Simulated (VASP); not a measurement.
# Mg (a cell with a defect) in VASP: single point with PBE

Aim: the single point of Mg (a cell with a defect) with PBE.

Everything below comes from runs of VASP 6.6.1. Logs are shortened: lines on timing, memory, paths and dates and some standing lists are left out, and cuts for length are marked.

### Step 1. The cell of the first run

The cell holds a defect, 5 atoms: a = 5.224 Å, b = 5.180 Å, c = 4.232 Å, α = 87.52°, β = 90.46°, γ = 119.57°.

### Step 2. Single point, PBE

Contents of INCAR:

```
PREC = Accurate ; ENCUT = 520
EDIFF = 1E-6 ; ISMEAR = 1
SIGMA = 0.15 ; LREAL = F
LASPH = T ; NELM = 80
ALGO = Normal ; ISIF = 2
LWAVE = F ; LCHARG = T
GGA = PE ; LELF = T
LVHAR = T ; NBANDS = 13
```

Contents of KPOINTS:

```
regular mesh
0
Gamma
  3 3 4
```

Contents of POSCAR:

```
Mg
1.0
    5.2235720000      0.0322340000     -0.0213640000
   -2.5838710000      4.4882850000      0.1127530000
   -0.0172420000      0.0951230000      4.2312420000
Mg
5
Direct
    0.3415870863      0.6967596828      0.9998028763
    0.6741884147      0.3155020891     -0.0076541228
    0.5174411008      1.0190778269      0.5033175908
    0.5273964115      0.5345114783      0.4682995027
    0.0097486421      0.4886563967      0.5138987076
```

Potentials or basis: VASP PAW PBE potentials, release 64 (Mg).

Run with:

```bash
cat potpaw_PBE.64/Mg/POTCAR > POTCAR
mpirun -np 1 vasp_std > vasp.out
```

OUTCAR:

```text
PREC = Accurate
   ENCUT = 520
   EDIFF = 1E-6
   ISMEAR = 1
   LREAL = F
   LASPH = T
   NELM = 80
   ISIF = 2
   GGA = PE

 ion  position               nearest neighbor table
   1  0.342  0.697  1.000-   4 2.49   3 2.50   5 2.59   5 2.63   3 2.63   4 2.78   2 2.79   2 3.04
                             2 3.21
   2  0.674  0.316  0.992-   3 2.49   3 2.51   5 2.52   4 2.65   5 2.70   4 2.72   1 2.79   1 3.04
                             1 3.21
   3  0.517  0.019  0.503-   2 2.49   1 2.50   2 2.51   5 2.52   4 2.55   1 2.63   4 2.64   5 2.72

   4  0.527  0.535  0.468-   1 2.49   3 2.55   5 2.60   3 2.64   2 2.65   5 2.65   2 2.72   1 2.78

   5  0.010  0.489  0.514-   2 2.52   3 2.52   1 2.59   4 2.60   1 2.63   4 2.65   2 2.70   3 2.72

  LATTYP: Found a triclinic cell.
 ALAT       =     5.1801355991
 B/A-ratio  =     1.0084128191
 C/A-ratio  =     0.8170338672
 COS(alpha) =     0.0080238061
 COS(beta)  =     0.0432662816
 COS(gamma) =     0.4935325353

  Lattice vectors:

 A1 = (  -2.5838710000,   4.4882850000,   0.1127530000)
 A2 = (  -5.2235720000,  -0.0322340000,   0.0213640000)
 A3 = (  -0.0172420000,   0.0951230000,   4.2312420000)

Analysis of symmetry for initial positions (statically):
=====================================================================
 Subroutine PRICEL returns:
 Original cell was already a primitive cell.

 Routine SETGRP: Setting up the symmetry group for a
 triclinic supercell.

 Subroutine GETGRP returns: Found  1 space group operations
 (whereof  1 operations were pure point group operations)
 out of a pool of  2 trial point group operations.

The static configuration has the point symmetry C_1 .

Analysis of symmetry for dynamics (positions and initial velocities):
=====================================================================
 Subroutine PRICEL returns:
 Original cell was already a primitive cell.

 Routine SETGRP: Setting up the symmetry group for a
 triclinic supercell.

 Subroutine GETGRP returns: Found  1 space group operations
 (whereof  1 operations were pure point group operations)
 out of a pool of  2 trial point group operations.

The dynamic configuration has the point symmetry C_1 .

 Subroutine INISYM returns: Found  1 space group operations
 (whereof  1 operations are pure point group operations),
 and found     1 'primitive' translations

----------------------------------------------------------------------------------------

                                     Primitive cell

  volume of cell :      99.5009

  direct lattice vectors                    reciprocal lattice vectors
     5.223572000  0.032234000 -0.021364000     0.190755034  0.109858716 -0.001692433
    -2.583871000  4.488285000  0.112753000    -0.001391164  0.222126960 -0.004999329
    -0.017242000  0.095123000  4.231242000     0.001000214 -0.005364491  0.236461902

  length of vectors
     5.223715143  5.180135599  4.232346221     0.220134698  0.222187567  0.236524860

  position of ions in fractional coordinates (direct lattice)
     0.341587086  0.696759683  0.999802876
     0.674188415  0.315502089  0.992345877
     0.517441101  0.019077827  0.503317591
     0.527396411  0.534511478  0.468299503
     0.009748642  0.488656397  0.513898708

  ion indices of the primitive-cell ions
   primitive index   ion index
                 1           1
                 2           2
                 3           3
                 4           4
                 5           5

----------------------------------------------------------------------------------------

 KPOINTS: regular mesh

Automatic generation of k-mesh.
 Grid dimensions read from file:
 generate k-points for:    3    3    4

 Generating k-lattice:

  Cartesian coordinates                     Fractional coordinates (reciprocal lattice)
     0.063585011  0.036619572 -0.000564144     0.333333333 -0.000000000 -0.000000000
    -0.000463721  0.074042320 -0.001666443    -0.000000000  0.333333333  0.000000000
     0.000250054 -0.001341123  0.059115476     0.000000000  0.000000000  0.250000000

  Length of vectors
     0.073378233  0.074062522  0.059131215

  Shift w.r.t. Gamma in fractional coordinates (k-lattice)
     0.000000000  0.000000000  0.000000000

 Subroutine IBZKPT returns following result:
 ===========================================

 Found     19 irreducible k-points:

 Following reciprocal coordinates:
            Coordinates               Weight
  0.000000  0.000000  0.000000      1.000000
  0.333333  0.000000 -0.000000      2.000000
 -0.000000  0.333333  0.000000      2.000000
  0.333333  0.333333 -0.000000      2.000000
 -0.333333  0.333333  0.000000      2.000000
 -0.000000  0.000000  0.250000      2.000000
[... 11 lines left out ...]
  0.333333  0.333333  0.500000      2.000000
 -0.333333  0.333333  0.500000      2.000000
   k-points           NKPTS =     19   k-points in BZ     NKDIM =     19   number of bands    NBANDS=     13
   number of dos      NEDOS =    301   number of ions     NIONS =      5
   total plane-waves  NPLWV =  51200
   dimension x,y,z NGX =    40 NGY =   40 NGZ =   32
   dimension x,y,z NGXF=    80 NGYF=   80 NGZF=   64
   ions per type =               5
   NGX,Y,Z   is equivalent  to a cutoff of  12.73, 12.84, 12.57 a.u.
   NGXF,Y,Z  is equivalent  to a cutoff of  25.46, 25.67, 25.14 a.u.
 SYSTEM =  unknown system
   PREC   = accura    normal or accurate (medium, high low for compatibility)
   ISTART =      0    job   : 0-new  1-cont  2-samecut
   ICHARG =      2    charge: 1-file 2-atom 10-const
   ISPIN  =      1    spin polarized calculation?
   LNONCOLLINEAR =      F non collinear calculations
   LSORBIT =      F    spin-orbit coupling
   LASPH  =      T    aspherical Exc in radial PAW
   ENCUT  =  520.0 eV  38.22 Ry    6.18 a.u.   9.71  9.63  7.87*2*pi/ulx,y,z
   NELM   =     80;   NELMIN=  2; NELMDL= -5     # of ELM steps
   EDIFF  = 0.1E-05   stopping-criterion for ELM
   LREAL  =      F    real-space projection
   EDIFFG = 0.1E-04   stopping-criterion for IOM
   NSW    =      0    number of steps for IOM
   IBRION =     -1    ionic relax: 0-MD 1-quasi-New 2-CG
   NFREE  =      0    steps in history (QN), initial steepest desc. (CG)
   ISIF   =      2    stress and relaxation
   ISYM   =      2    0-nonsym 1-usesym 2-fastsym
   POTIM  = 0.5000    time-step for ionic-motion
   TEBEG  =    0.0;   TEEND  =   0.0 temperature during run
   PSTRESS=    0.0 pullay stress
   NELECT =      10.0000    total number of electrons
   NUPDOWN=      -1.0000    fix difference up-down
   EMIN   =  10.00;   EMAX   =-10.00  energy-range for DOS
   EFERMI =   0.00;   METHOD = LEGACY
   ISMEAR =     1;   SIGMA  =   0.15  broadening in eV -4-tet -1-fermi 0-gaus
   EFERMI_NEDOS =   21; number of points for ismear=-14 and -15
   IALGO  =     38    algorithm
   IMIX   =      4    mixing-type and parameters
     AMIX     =   0.40;   BMIX     =  1.00
     AMIX_MAG =   1.60;   BMIX_MAG =  1.00
  volume/ion in A,a.u.               =      19.90       134.29
  Fermi-wavevector in a.u.,A,eV,Ry     =   0.761142  1.438350  7.882366  0.579338
  Thomas-Fermi vector in A             =   1.860316
   LORBIT       =      0    0 simple, 1 ext, 2 COOP (PROOUT), +10 PAW based schemes
   GGA     = PE    functional components
   LHFCALC =     F    Hartree Fock is set to
   AEXX    =    0.0000 exact exchange contribution
   IVDW    =     0    specifies the selected vdW correction
   LEPSILON=     F    determine dielectric tensor
   LRPA    =     F    only Hartree local field effects (RPA)
 non-spin polarized calculation
 Methfessel and Paxton  Order N= 1 SIGMA  =   0.15
  energy-cutoff  :      520.00
  volume of cell :       99.50
 maximum number of plane-waves:      2693
   NGX = 19   NGY = 19   NGZ = 15

 number of electron      10.0000000 magnetization

 Free energy of the ion-electron system (eV)
  ---------------------------------------------------
  ext. energy  EPLUGINS =         0.00000000
  ---------------------------------------------------
  free energy    TOTEN  =        -1.68132850 eV

  energy without entropy =       -1.68034737  energy(sigma->0) =       -1.68100145

 E-fermi :   3.0303     XC(G=0):  -8.6820

 val. band max:        3.0171196734   @ k =   0.0000  -0.3333   0.2500
 cond. band min:       3.0808841170   @ k =  -0.0000   0.3333   0.5000
 fundamental gap:      0.0637644436
 Fermi energy:         3.0303187541

 k-point     1 :       0.0000    0.0000    0.0000
  band No.  band energies     occupation
      1      -4.6427      2.00000
      2       0.7457      2.00000
      3       2.0131      2.00000
      4       2.3572      2.00000
      5       2.6314      2.00110
      6       3.1890     -0.06030
      7       3.5043     -0.00007
      8       4.1906     -0.00000
      9       5.4864     -0.00000
     10       6.9893      0.00000
     11       8.3565      0.00000
     12       8.8941      0.00000
     13      10.0355      0.00000

 k-point     2 :       0.3333    0.0000   -0.0000
  band No.  band energies     occupation
      1      -3.9528      2.00000
      2      -1.5404      2.00000
      3       1.2543      2.00000
      4       1.7255      2.00000
      5       3.1621     -0.01507
      6       4.5863     -0.00000
      7       5.0764     -0.00000
      8       5.2046     -0.00000
      9       5.7306     -0.00000
     10       7.8149      0.00000
     11       8.2567      0.00000
     12       8.6111      0.00000
     13       8.9455      0.00000
[... 241 lines left out ...]
 k-point    18 :       0.3333    0.3333    0.5000
  band No.  band energies     occupation
      1      -1.2708      2.00000
      2      -1.1381      2.00000
      3      -0.4722      2.00000
      4      -0.1991      2.00000
      5       1.3120      2.00000
      6       1.7530      2.00000
      7       5.7167     -0.00000
      8       5.8227     -0.00000
      9       7.2541      0.00000
     10       7.4639      0.00000
     11       7.7989      0.00000
     12       8.9824      0.00000
     13      10.6434      0.00000

 k-point    19 :      -0.3333    0.3333    0.5000
  band No.  band energies     occupation
      1      -2.2685      2.00000
      2      -1.4692      2.00000
      3       0.0289      2.00000
      4       1.0451      2.00000
      5       2.6886      2.00589
      6       3.0141      1.18182
      7       3.2065     -0.07008
      8       4.5784     -0.00000
      9       7.0581      0.00000
     10       7.4283      0.00000
     11       8.0334      0.00000
     12       8.1991      0.00000
     13      10.1441      0.00000

------------------------ aborting loop because EDIFF is reached ----------------------------------------

  FORCE on cell =-STRESS in cart. coord.  units (eV):
  Direction    XX          YY          ZZ          XY          YZ          ZX
  --------------------------------------------------------------------------------------
  -------------------------------------------------------------------------------------
  Total       14.0387357     16.9955774     22.4964625      0.7409868     -0.2636462     -0.5629246
  in kB      226.0537112    273.6651950    362.2412250     11.9314741     -4.2452692     -9.0642919
  external PRESSURE =     287.3200437 kB  Pullay stress =       0.0000000 kB

 VOLUME and BASIS-vectors are now :
 -----------------------------------------------------------------------------
  energy-cutoff  :      520.00
  volume of cell :       99.50
      direct lattice vectors                 reciprocal lattice vectors
     5.223572000  0.032234000 -0.021364000     0.190755034  0.109858716 -0.001692433
    -2.583871000  4.488285000  0.112753000    -0.001391164  0.222126960 -0.004999329
    -0.017242000  0.095123000  4.231242000     0.001000214 -0.005364491  0.236461902

 POSITION                                       TOTAL-FORCE (eV/Angst)
 -----------------------------------------------------------------------------------
     -0.03327      3.23337      4.30167        -0.230832     -0.574684     -0.225379
      2.68934      1.53219      4.22003        -0.305958      0.920482      0.370373
      2.64492      0.15018      2.12076        -0.763261     -0.549250     -0.304119
      1.36571      2.46059      2.03049         0.824751     -0.046693      0.729963
     -1.22056      2.24243      2.22932         0.475299      0.250144     -0.570838
 -----------------------------------------------------------------------------------
    total drift:                               -0.000027     -0.000017     -0.000016

  FREE ENERGIE OF THE ION-ELECTRON SYSTEM (eV)
  ---------------------------------------------------
  free  energy   TOTEN  =        -1.6813284979 eV

  energy  without entropy=       -1.6803473684  energy(sigma->0) =       -1.68100145
```

Run time: 21 s. Hardware: 1 thread of Intel Xeon Platinum 8259CL at 2.50GHz (Skylake/Cascade Lake), shared host; peak memory 0.22 GiB.

Results:

| Quantity | Value |
| --- | --- |
| Free energy | -1.6813 eV |
| Pressure | 28.7 GPa |
| Largest force | 1.102 eV/Å |
| Band gap on the k mesh | zero (bands 5 and 6 overlap by 2.35 eV) |

Forces in eV/Å, atoms in the order of the input:
```
Mg  -0.231 -0.575 -0.225
Mg  -0.306  0.920  0.370
Mg  -0.763 -0.549 -0.304
Mg   0.825 -0.047  0.730
Mg   0.475  0.250 -0.571
```

Levels at points of the mesh, in eV from the Fermi level:
| k point | band 3 | band 4 | band 5 | band 6 | band 7 | band 8 |
| --- | --- | --- | --- | --- | --- | --- |
| (0.00, 0.00, 0.00) | -1.02 | -0.67 | -0.40 | 0.16 | 0.47 | 1.16 |
| (0.00, 0.00, 0.50) | -1.43 | 0.39 | 0.82 | 1.23 | 1.48 | 1.67 |

Caveat: the k points lie up to 0.47 Å⁻¹ apart, too coarse for converged energies and pressures of a metal.
